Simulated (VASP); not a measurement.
# Nb2H3 (P-3m1) in VASP: a series of runs

The runs below take Nb2H3 through single point, with r2SCAN.

All numbers are computed with VASP 6.6.1; they aren't measurements. Logs are shortened: lines on timing, memory, paths and dates and some standing lists are left out, and cuts for length are marked.

**1. The cell of the first run**

It takes space group P-3m1 (No. 164, trigonal). Conventional cell: a = 3.066 Å, b = 3.066 Å, c = 5.374 Å, α = 90.00°, β = 90.00°, γ = 120.00°. Nb (site symmetry 3m) has 7 H at 1.97 to 2.17 Å within 2.6 Å. H (site symmetry -3m) has 6 Nb at 2.17 Å and 6 H at 2.76 Å within 2.9 Å. H (site symmetry 3m) has 4 Nb at 1.97 to 2.01 Å and 3 H at 2.11 Å within 2.6 Å.

**2. Single point, r2SCAN**

Input file POSCAR:

```
Nb2H3
1.0
    3.0664521029      0.0000000000      0.0000000000
   -1.5332260514      2.6556254206      0.0000000000
    0.0000000000      0.0000000000      5.3740917578
Nb H
2 3
Direct
    0.3333333333      0.6666666667      0.2339933897
    0.6666666667      0.3333333333      0.7660066103
    0.0000000000      0.0000000000      0.0000000000
    0.3333333333      0.6666666667      0.6071193069
    0.6666666667      0.3333333333      0.3928806931
```

Input file INCAR.step1:

```
PREC     = Accurate       # precision mode
ENCUT    = 520            # plane-wave cutoff, eV
ISMEAR   = 0              # smearing method
SIGMA    = 0.1            # smearing width, eV
LREAL    = False          # projectors in reciprocal space
LASPH    = True           # aspherical terms in the spheres
NELM     = 100            # most SCF steps
NBANDS   = 22             # bands
GGA      = PE             # functional
ALGO     = Normal         # electronic algorithm
EDIFF    = 1E-4           # SCF threshold, eV
LWAVE    = True           # write WAVECAR
LCHARG   = False          # write CHGCAR
```

Input file INCAR.step2:

```
PREC     = Accurate       # precision mode
ENCUT    = 520            # plane-wave cutoff, eV
EDIFF    = 1E-6           # SCF threshold, eV
ISMEAR   = 0              # smearing method
SIGMA    = 0.1            # smearing width, eV
LREAL    = False          # projectors in reciprocal space
LASPH    = True           # aspherical terms in the spheres
NELM     = 100            # most SCF steps
ALGO     = Normal         # electronic algorithm
ISIF     = 2              # what is computed and relaxed
LWAVE    = False          # write WAVECAR
LCHARG   = True           # write CHGCAR
METAGGA  = R2SCAN         # meta-GGA
LMIXTAU  = True         
LELF     = True           # ELF
LVHAR    = True         
NBANDS   = 22             # bands
ISTART   = 1
```

Input file KPOINTS:

```
Automatic mesh
0
Gamma
  6 6 4
```

Potentials or basis: VASP PAW PBE potentials, release 64 (Nb_sv, H).

Started as:

```
> cat potpaw_PBE.64/Nb_sv/POTCAR potpaw_PBE.64/H/POTCAR > POTCAR
> cp INCAR.step1 INCAR
> mpirun -np 1 vasp_std > vasp.out
> cp INCAR.step2 INCAR
> mpirun -np 1 vasp_std > vasp.out
```

OUTCAR:

```text
PREC = Accurate
   ENCUT = 520
   EDIFF = 1E-6
   ISMEAR = 0
   LREAL = False
   LASPH = True
   NELM = 100
   ISIF = 2
   METAGGA = R2SCAN
   ISTART = 1

 ion  position               nearest neighbor table
   1  0.333  0.667  0.234-   5 1.97   5 1.97   5 1.97
   2  0.667  0.333  0.766-   4 1.97   4 1.97   4 1.97
   3  0.000  0.000  0.000-
   4  0.333  0.667  0.607-   2 1.97   2 1.97   2 1.97
   5  0.667  0.333  0.393-   1 1.97   1 1.97   1 1.97

  LATTYP: Found a hexagonal cell.
 ALAT       =     3.0664521029
 C/A-ratio  =     1.7525438446

  Lattice vectors:

 A1 = (   3.0664521029,   0.0000000000,   0.0000000000)
 A2 = (  -1.5332260514,   2.6556254206,   0.0000000000)
 A3 = (   0.0000000000,   0.0000000000,   5.3740917578)

Analysis of symmetry for initial positions (statically):
=====================================================================
 Subroutine PRICEL returns:
 Original cell was already a primitive cell.

 Routine SETGRP: Setting up the symmetry group for a
 hexagonal supercell.

 Subroutine GETGRP returns: Found 12 space group operations
 (whereof 12 operations were pure point group operations)
 out of a pool of 24 trial point group operations.

The static configuration has the point symmetry D_3d.

Analysis of symmetry for dynamics (positions and initial velocities):
=====================================================================
 Subroutine PRICEL returns:
 Original cell was already a primitive cell.

 Routine SETGRP: Setting up the symmetry group for a
 hexagonal supercell.

 Subroutine GETGRP returns: Found 12 space group operations
 (whereof 12 operations were pure point group operations)
 out of a pool of 24 trial point group operations.

The dynamic configuration has the point symmetry D_3d.

 Subroutine INISYM returns: Found 12 space group operations
 (whereof 12 operations are pure point group operations),
 and found     1 'primitive' translations

----------------------------------------------------------------------------------------

                                     Primitive cell

  volume of cell :      43.7631

  direct lattice vectors                    reciprocal lattice vectors
     3.066452103  0.000000000  0.000000000     0.326109773  0.188279565  0.000000000
    -1.533226051  2.655625421  0.000000000     0.000000000  0.376559131  0.000000000
     0.000000000  0.000000000  5.374091758     0.000000000  0.000000000  0.186077954

  length of vectors
     3.066452103  3.066452103  5.374091758     0.376559131  0.376559131  0.186077954

  position of ions in fractional coordinates (direct lattice)
     0.333333333  0.666666667  0.233993390
     0.666666667  0.333333333  0.766006610
     0.000000000  0.000000000  0.000000000
     0.333333333  0.666666667  0.607119307
     0.666666667  0.333333333  0.392880693

  ion indices of the primitive-cell ions
   primitive index   ion index
                 1           1
                 2           2
                 3           3
                 4           4
                 5           5

----------------------------------------------------------------------------------------

 KPOINTS: Automatic mesh

Automatic generation of k-mesh.
 Grid dimensions read from file:
 generate k-points for:    6    6    4

 Generating k-lattice:

  Cartesian coordinates                     Fractional coordinates (reciprocal lattice)
     0.054351629  0.031379928  0.000000000     0.166666667  0.000000000  0.000000000
     0.000000000  0.062759855  0.000000000     0.000000000  0.166666667  0.000000000
     0.000000000  0.000000000  0.046519489     0.000000000  0.000000000  0.250000000

  Length of vectors
     0.062759855  0.062759855  0.046519489

  Shift w.r.t. Gamma in fractional coordinates (k-lattice)
     0.000000000  0.000000000  0.000000000

 Subroutine IBZKPT returns following result:
 ===========================================

 Found     24 irreducible k-points:

 Following reciprocal coordinates:
            Coordinates               Weight
  0.000000  0.000000  0.000000      1.000000
  0.166667 -0.000000  0.000000      6.000000
  0.333333 -0.000000  0.000000      6.000000
  0.500000 -0.000000  0.000000      3.000000
  0.166667  0.166667  0.000000      6.000000
  0.333333  0.166667  0.000000     12.000000
[... 16 lines left out ...]
  0.333333  0.166667  0.500000     12.000000
  0.333333  0.333333  0.500000      2.000000
   k-points           NKPTS =     24   k-points in BZ     NKDIM =     24   number of bands    NBANDS=     22
   number of dos      NEDOS =    301   number of ions     NIONS =      5
   total plane-waves  NPLWV =  23040
   dimension x,y,z NGX =    24 NGY =   24 NGZ =   40
   dimension x,y,z NGXF=    48 NGYF=   48 NGZF=   80
   ions per type =               2   3
   NGX,Y,Z   is equivalent  to a cutoff of  13.01, 13.01, 12.37 a.u.
   NGXF,Y,Z  is equivalent  to a cutoff of  26.02, 26.02, 24.75 a.u.
 SYSTEM =  unknown system
   PREC   = accura    normal or accurate (medium, high low for compatibility)
   ISTART =      1    job   : 0-new  1-cont  2-samecut
   ICHARG =      0    charge: 1-file 2-atom 10-const
   ISPIN  =      1    spin polarized calculation?
   LNONCOLLINEAR =      F non collinear calculations
   LSORBIT =      F    spin-orbit coupling
   LASPH  =      T    aspherical Exc in radial PAW
   ENCUT  =  520.0 eV  38.22 Ry    6.18 a.u.   5.70  5.70  9.99*2*pi/ulx,y,z
   NELM   =    100;   NELMIN=  2; NELMDL=  0     # of ELM steps
   EDIFF  = 0.1E-05   stopping-criterion for ELM
   LREAL  =      F    real-space projection
   EDIFFG = 0.1E-04   stopping-criterion for IOM
   NSW    =      0    number of steps for IOM
   IBRION =     -1    ionic relax: 0-MD 1-quasi-New 2-CG
   NFREE  =      0    steps in history (QN), initial steepest desc. (CG)
   ISIF   =      2    stress and relaxation
   ISYM   =      2    0-nonsym 1-usesym 2-fastsym
   POTIM  = 0.5000    time-step for ionic-motion
   TEBEG  =    0.0;   TEEND  =   0.0 temperature during run
   PSTRESS=    0.0 pullay stress
   NELECT =      29.0000    total number of electrons
   NUPDOWN=      -1.0000    fix difference up-down
   EMIN   =  10.00;   EMAX   =-10.00  energy-range for DOS
   EFERMI =   0.00;   METHOD = LEGACY
   ISMEAR =     0;   SIGMA  =   0.10  broadening in eV -4-tet -1-fermi 0-gaus
   EFERMI_NEDOS =   21; number of points for ismear=-14 and -15
   IALGO  =     38    algorithm
   IMIX   =      4    mixing-type and parameters
     AMIX     =   0.40;   BMIX     =  1.00
     AMIX_MAG =   1.60;   BMIX_MAG =  1.00
  volume/ion in A,a.u.               =       8.75        59.07
  Fermi-wavevector in a.u.,A,eV,Ry     =   1.427266  2.697141 27.716253  2.037087
  Thomas-Fermi vector in A             =   2.547454
   LORBIT       =      0    0 simple, 1 ext, 2 COOP (PROOUT), +10 PAW based schemes
   METAGGA = R2SCAN    functional components
   LHFCALC =     F    Hartree Fock is set to
   AEXX    =    0.0000 exact exchange contribution
   IVDW    =     0    specifies the selected vdW correction
   LEPSILON=     F    determine dielectric tensor
   LRPA    =     F    only Hartree local field effects (RPA)
 non-spin polarized calculation
 Gauss-broadening in eV      SIGMA  =   0.10
  energy-cutoff  :      520.00
  volume of cell :       43.76
 maximum number of plane-waves:      1192
 NGX is ok and might be reduce to    24
   NGX = 11   NGY = 11   NGZ = 19

 number of electron      29.0000003 magnetization

 Free energy of the ion-electron system (eV)
  ---------------------------------------------------
  ext. energy  EPLUGINS =         0.00000000
  ---------------------------------------------------
  free energy    TOTEN  =       -61.07830654 eV

  energy without entropy =      -61.05975702  energy(sigma->0) =      -61.06903178

 E-fermi :  10.3968     XC(G=0): -13.2544

 val. band max:       10.3550896520   @ k =   0.5000  -0.0000   0.2500
 cond. band min:      10.4428121616   @ k =   0.1667  -0.0000   0.2500
 fundamental gap:      0.0877225096
 Fermi energy:        10.3968142920

 k-point     1 :       0.0000    0.0000    0.0000
  band No.  band energies     occupation
      1     -46.5344      2.00000
      2     -46.4295      2.00000
      3     -22.3347      2.00000
      4     -21.5362      2.00000
      5     -21.4742      2.00000
      6     -21.4742      2.00000
[... 14 lines left out ...]
     21      13.9362      0.00000
     22      17.7547      0.00000

 k-point     2 :       0.1667   -0.0000    0.0000
  band No.  band energies     occupation
      1     -46.5016      2.00000
      2     -46.4091      2.00000
      3     -22.2545      2.00000
      4     -21.6981      2.00000
      5     -21.6057      2.00000
      6     -21.5370      2.00000
[... 14 lines left out ...]
     21      15.7010      0.00000
     22      17.7128      0.00000

 k-point     3 :       0.3333   -0.0000    0.0000
  band No.  band energies     occupation
      1     -46.4317      2.00000
      2     -46.3716      2.00000
      3     -22.1273      2.00000
      4     -22.0726      2.00000
      5     -21.9809      2.00000
      6     -21.6383      2.00000
[... 14 lines left out ...]
     21      16.0813      0.00000
     22      17.2864      0.00000
[... 476 lines left out ...]
 k-point    23 :       0.3333    0.1667    0.5000
  band No.  band energies     occupation
      1     -46.3823      2.00000
      2     -46.3669      2.00000
      3     -22.2559      2.00000
      4     -22.2142      2.00000
      5     -21.8188      2.00000
      6     -21.7675      2.00000
[... 14 lines left out ...]
     21      18.2115      0.00000
     22      18.5605      0.00000

 k-point    24 :       0.3333    0.3333    0.5000
  band No.  band energies     occupation
      1     -46.3610      2.00000
      2     -46.3610      2.00000
      3     -22.1458      2.00000
      4     -22.1458      2.00000
      5     -22.0398      2.00000
      6     -21.9302      2.00000
[... 14 lines left out ...]
     21      16.8876      0.00000
     22      18.6956      0.00000

------------------------ aborting loop because EDIFF is reached ----------------------------------------

  FORCE on cell =-STRESS in cart. coord.  units (eV):
  Direction    XX          YY          ZZ          XY          YZ          ZX
  --------------------------------------------------------------------------------------
  -------------------------------------------------------------------------------------
  Total       -0.0936540     -0.0936540     -0.0895334     -0.0000000     -0.0000000      0.0000000
  in kB       -3.4286934     -3.4286934     -3.2778392     -0.0000000     -0.0000000      0.0000000
  external PRESSURE =      -3.3784087 kB  Pullay stress =       0.0000000 kB

 VOLUME and BASIS-vectors are now :
 -----------------------------------------------------------------------------
  energy-cutoff  :      520.00
  volume of cell :       43.76
      direct lattice vectors                 reciprocal lattice vectors
     3.066452103  0.000000000  0.000000000     0.326109773  0.188279565  0.000000000
    -1.533226051  2.655625421  0.000000000     0.000000000  0.376559131  0.000000000
     0.000000000  0.000000000  5.374091758     0.000000000  0.000000000  0.186077954

 POSITION                                       TOTAL-FORCE (eV/Angst)
 -----------------------------------------------------------------------------------
     -0.00000      1.77042      1.25750         0.000000      0.000000     -0.006709
      1.53323      0.88521      4.11659        -0.000000     -0.000000      0.006709
      0.00000      0.00000      0.00000        -0.000000      0.000000      0.000000
     -0.00000      1.77042      3.26271        -0.000000      0.000000     -0.002585
      1.53323      0.88521      2.11138        -0.000000      0.000000      0.002585
 -----------------------------------------------------------------------------------
    total drift:                               -0.000000      0.000000      0.000000

  FREE ENERGIE OF THE ION-ELECTRON SYSTEM (eV)
  ---------------------------------------------------
  free  energy   TOTEN  =       -61.0783065435 eV

  energy  without entropy=      -61.0597570163  energy(sigma->0) =      -61.06903178
```

Wall time 56 s (1 thread of Intel Xeon 6975P-C (Granite Rapids), shared host); peak memory 0.17 GiB.

Results:

```
Free energy            : -61.0783 eV
Pressure               : -0.3 GPa
Largest force          : 0.007 eV/Å
Band gap on the k mesh : zero (an odd number of electrons rules out a gap without spin polarisation)
```

Forces on the atoms (eV/Å):
```
Nb   0.000  0.000 -0.007
Nb   0.000  0.000  0.007
H    0.000  0.000  0.000
H    0.000  0.000 -0.003
H    0.000  0.000  0.003
```

Caveat: the k points lie up to 0.39 Å⁻¹ apart, too coarse for converged energies and pressures of a metal; the PAW data sets were made with another functional, which shifts forces and pressure a little.

(Part 1 of 2 ends here.)

The gap in the log of VASP goes by the Fermi energy; the results here count the filled bands.